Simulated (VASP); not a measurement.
# PbSe (I4/mmm) in VASP: a series of runs, part 2 of 2

VASP 6.6.1.

## 3. Single point, r2SCAN (epitaxial xy strain +4.0%)

Contents of POSCAR:

```
PbSe
1.0
    0.0000000000      3.2122503083      3.0630789625
    3.2122503083      0.0000000000      3.0630789625
    3.2122503083      3.2122503083      0.0000000000
Pb Se
1 1
Direct
    0.0000000000      0.0000000000      0.0000000000
    0.5000000000      0.5000000000      0.5000000000
```

Contents of INCAR.step1:

```
PREC = Accurate ; ENCUT = 520
ISMEAR = 0 ; SIGMA = 0.01
LREAL = F ; LASPH = T
NELM = 80 ; NBANDS = 17
GGA = PE ; ALGO = Normal
EDIFF = 1E-4 ; LWAVE = T
LCHARG = F
```

Contents of INCAR.step2:

```
PREC = Accurate ; ENCUT = 520
EDIFF = 1E-7 ; ISMEAR = 0
SIGMA = 0.01 ; LREAL = F
LASPH = T ; NELM = 80
ALGO = Normal ; ISIF = 2
LWAVE = F ; LCHARG = F
METAGGA = R2SCAN ; LMIXTAU = T
NBANDS = 17 ; ISTART = 1
```

Contents of KPOINTS:

```
Automatic mesh
0
Gamma
  8 8 8
```

Potentials or basis: VASP PAW PBE potentials, release 64 (Pb_d, Se).

Launch:

```sh
$ cat potpaw_PBE.64/Pb_d/POTCAR potpaw_PBE.64/Se/POTCAR > POTCAR
$ cp INCAR.step1 INCAR
$ mpirun -np 1 vasp_std > vasp.out
$ cp INCAR.step2 INCAR
$ mpirun -np 1 vasp_std > vasp.out
```

OUTCAR:

```text
PREC = Accurate
   ENCUT = 520
   EDIFF = 1E-7
   ISMEAR = 0
   LREAL = F
   LASPH = T
   NELM = 80
   ISIF = 2
   METAGGA = R2SCAN
   ISTART = 1

 ion  position               nearest neighbor table
   1  0.000  0.000  0.000-   2 3.06   2 3.06   2 3.21   2 3.21   2 3.21   2 3.21
   2  0.500  0.500  0.500-   1 3.06   1 3.06   1 3.21   1 3.21   1 3.21   1 3.21

  LATTYP: Found a body centered tetragonal cell.
 ALAT       =     4.5428079517
 C/A-ratio  =     1.3485399317

  Lattice vectors:

 A1 = (   0.0000000000,  -3.2122503083,  -3.0630789625)
 A2 = (   0.0000000000,   3.2122503083,  -3.0630789625)
 A3 = (   3.2122503083,   0.0000000000,   3.0630789625)

Analysis of symmetry for initial positions (statically):
=====================================================================
 Subroutine PRICEL returns:
 Original cell was already a primitive cell.

 Routine SETGRP: Setting up the symmetry group for a
 body centered tetragonal supercell.

 Subroutine GETGRP returns: Found 16 space group operations
 (whereof 16 operations were pure point group operations)
 out of a pool of 16 trial point group operations.

The static configuration has the point symmetry D_4h.

Analysis of symmetry for dynamics (positions and initial velocities):
=====================================================================
 Subroutine PRICEL returns:
 Original cell was already a primitive cell.

 Routine SETGRP: Setting up the symmetry group for a
 body centered tetragonal supercell.

 Subroutine GETGRP returns: Found 16 space group operations
 (whereof 16 operations were pure point group operations)
 out of a pool of 16 trial point group operations.

The dynamic configuration has the point symmetry D_4h.

 Subroutine INISYM returns: Found 16 space group operations
 (whereof 16 operations are pure point group operations),
[... 112 lines left out ...]
   EFERMI_NEDOS =   21; number of points for ismear=-14 and -15
   IALGO  =     38    algorithm
   IMIX   =      4    mixing-type and parameters
     AMIX     =   0.40;   BMIX     =  1.00
     AMIX_MAG =   1.60;   BMIX_MAG =  1.00
  volume/ion in A,a.u.               =      31.61       213.29
  Fermi-wavevector in a.u.,A,eV,Ry     =   1.115533  2.108052 16.931286  1.244414
  Thomas-Fermi vector in A             =   2.252139
   LORBIT       =      0    0 simple, 1 ext, 2 COOP (PROOUT), +10 PAW based schemes
   METAGGA = R2SCAN    functional components
   LHFCALC =     F    Hartree Fock is set to
   AEXX    =    0.0000 exact exchange contribution
   IVDW    =     0    specifies the selected vdW correction
   LEPSILON=     F    determine dielectric tensor
   LRPA    =     F    only Hartree local field effects (RPA)
 non-spin polarized calculation
 Gauss-broadening in eV      SIGMA  =   0.01
  energy-cutoff  :      520.00
  volume of cell :       63.21
 maximum number of plane-waves:      1714
 NGX is ok and might be reduce to    36
   NGX = 17   NGY = 17   NGZ = 17

 number of electron      19.9999996 magnetization

 Free energy of the ion-electron system (eV)
  ---------------------------------------------------
  ext. energy  EPLUGINS =         0.00000000
  ---------------------------------------------------
  free energy    TOTEN  =       -71.87113339 eV

  energy without entropy =      -71.87113339  energy(sigma->0) =      -71.87113339

 E-fermi :   3.8099     XC(G=0):  -9.5896

 val. band max:        3.7347931528   @ k =   0.5000   0.0000   0.0000
 cond. band min:       4.5443365714   @ k =   0.5000   0.0000   0.0000
 fundamental gap:      0.8095434186
 Fermi energy:         3.8098557652

 k-point     1 :       0.0000    0.0000    0.0000
  band No.  band energies     occupation
      1     -13.5963      2.00000
      2     -13.5911      2.00000
      3     -13.5757      2.00000
      4     -13.5757      2.00000
      5     -13.5620      2.00000
      6      -9.5955      2.00000
[... 457 lines left out ...]
      4     -13.5676      2.00000
      5     -13.5559      2.00000
      6      -8.9309      2.00000
[... 9 lines left out ...]
     16      13.8325      0.00000
     17      15.0758      0.00000

 [... further k-points ...]

------------------------ aborting loop because EDIFF is reached ----------------------------------------

  FORCE on cell =-STRESS in cart. coord.  units (eV):
  Direction    XX          YY          ZZ          XY          YZ          ZX
  --------------------------------------------------------------------------------------
  -------------------------------------------------------------------------------------
  Total       -1.6697609     -1.6697609      0.0063672      0.0000000     -0.0000000     -0.0000000
  in kB      -42.3211947    -42.3211947      0.1613804      0.0000000     -0.0000000     -0.0000000
  external PRESSURE =     -28.1603364 kB  Pullay stress =       0.0000000 kB

 VOLUME and BASIS-vectors are now :
 -----------------------------------------------------------------------------
  energy-cutoff  :      520.00
  volume of cell :       63.21
      direct lattice vectors                 reciprocal lattice vectors
     0.000000000  3.212250308  3.063078963    -0.155654122  0.155654122  0.163234447
     3.212250308  0.000000000  3.063078963     0.155654122 -0.155654122  0.163234447
     3.212250308  3.212250308  0.000000000     0.155654122  0.155654122 -0.163234447

 POSITION                                       TOTAL-FORCE (eV/Angst)
 -----------------------------------------------------------------------------------
      0.00000      0.00000      0.00000         0.000000      0.000000      0.000000
      3.21225      3.21225      3.06308        -0.000000      0.000000     -0.000000
 -----------------------------------------------------------------------------------
    total drift:                                0.000000      0.000000      0.000000

  FREE ENERGIE OF THE ION-ELECTRON SYSTEM (eV)
  ---------------------------------------------------
  free  energy   TOTEN  =       -71.8711333867 eV

  energy  without entropy=      -71.8711333867  energy(sigma->0) =      -71.87113339
```

OUTCAR.step1:

```text
PREC = Accurate
   ENCUT = 520
   ISMEAR = 0
   LREAL = F
   LASPH = T
[... 702 lines left out ...]
 -----------------------------------------------------------------------------------
      0.00000      0.00000      0.00000        -0.000000      0.000000     -0.000000
      3.21225      3.21225      3.06308         0.000000     -0.000000      0.000000
 -----------------------------------------------------------------------------------
    total drift:                                0.000000      0.000000      0.000000

  FREE ENERGIE OF THE ION-ELECTRON SYSTEM (eV)
  ---------------------------------------------------
  free  energy   TOTEN  =        -8.1522275404 eV

  energy  without entropy=       -8.1522275404  energy(sigma->0) =       -8.15222754
```

Run time: 6.1 min. Hardware: 1 thread of Intel Xeon Platinum 8259CL at 2.50GHz (Skylake/Cascade Lake), shared host; peak memory 0.25 GiB.

What came out:

* Free energy: -71.8711 eV
* Pressure: -2.8 GPa
* Band gap on the k mesh: 0.81 eV

Stress tensor (GPa, compression positive):
```
-4.23  0.00  0.00
 0.00 -4.23  0.00
 0.00  0.00  0.02
```

Caveat: the cell differs from its parent crystal (epitaxial xy strain +4.0%); the PAW data sets were made with another functional, which shifts forces and pressure a little; spin-orbit coupling is left out, which moves the levels of the heavy elements.
